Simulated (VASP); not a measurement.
Input of a VASP 6.6.1 run:

INCAR

```
PREC     = Accurate       # precision mode
ENCUT    = 520            # plane-wave cutoff, eV
EDIFF    = 1E-6           # SCF threshold, eV
ISMEAR   = -1             # smearing method
SIGMA    = 0.05           # smearing width, eV
LREAL    = False          # projectors in reciprocal space
LASPH    = True           # aspherical terms in the spheres
NELM     = 100            # most SCF steps
ALGO     = Normal         # electronic algorithm
ISIF     = 2              # what is computed and relaxed
LWAVE    = False          # write WAVECAR
LCHARG   = False          # write CHGCAR
GGA      = RE             # functional
IVDW     = 13             # dispersion correction
NBANDS   = 21             # bands
```

Contents of KPOINTS:

```
regular mesh
0
Gamma
  7 7 7
```

Contents of POSCAR:

```
Sn
1.0
    0.0000000000      3.2844148576      3.2844148576
    3.2844148576      0.0000000000      3.2844148576
    3.2844148576      3.2844148576      0.0000000000
Sn
2
Direct
    0.7500000000      0.7500000000      0.7500000000
    0.5000000000      0.5000000000      0.5000000000
```

Potentials or basis: VASP PAW PBE potentials, release 64 (Sn_d).

The run is started by

```bash
$ cat potpaw_PBE.64/Sn_d/POTCAR > POTCAR
$ mpirun -np 1 vasp_std > vasp.out
```

(1) Estimate the pressure.

(2) Estimate the dispersion energy per atom.

(3) Estimate the band gap on the k mesh.

Answers

(1) 0.0 GPa.

(2) -0.486 eV.

(3) zero (band 14 reaches 5.44 eV, above the bottom of band 15 at 5.36 eV).

Caveat: the PAW data sets were made with another functional, which shifts forces and pressure a little; spin-orbit coupling is left out, which moves the levels of the heavy elements; pairwise dispersion overbinds metals, which lowers pressure and volume.
